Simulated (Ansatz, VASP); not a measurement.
## BeTe: VASP beside Ansatz

```
CELL_PARAMETERS angstrom
0.00000 2.83188 2.83188
2.83188 0.00000 2.83188
2.83188 2.83188 0.00000
ATOMIC_POSITIONS crystal
Be 0.00000 0.00000 0.00000
Te 0.25000 0.25000 0.25000
```

Alike in both runs: functional PBE; k mesh 8 × 8 × 8; occupations gaussian, width 0.02 eV; no spin polarisation.

Ansatz relaxed the structure, and its values are those at the end. VASP's run is a single point on that final structure, the one shown.

```csv
,VASP,Ansatz
version,VASP 6.6.1,Ansatz 0.2.0
potentials or method,"VASP PAW PBE potentials, release 64 (Be, Te), cutoff 600 eV","scalar-relativistic, plane waves, PAW"
valence electrons in the cell,8,18
```

```tsv
	VASP	Ansatz	Ansatz less VASP
gap on the k mesh at the Fermi level (eV)	2.01	2.03	+0.014
least direct gap on the mesh (eV)	3.62	3.64	+0.018
pressure (GPa)	0.1	0.0	-0.13
```

VASP's potentials hold 8 valence electrons a cell and Ansatz's 18, so a difference there can come from the potentials and not from the codes.

Neither program's run includes spin-orbit coupling.
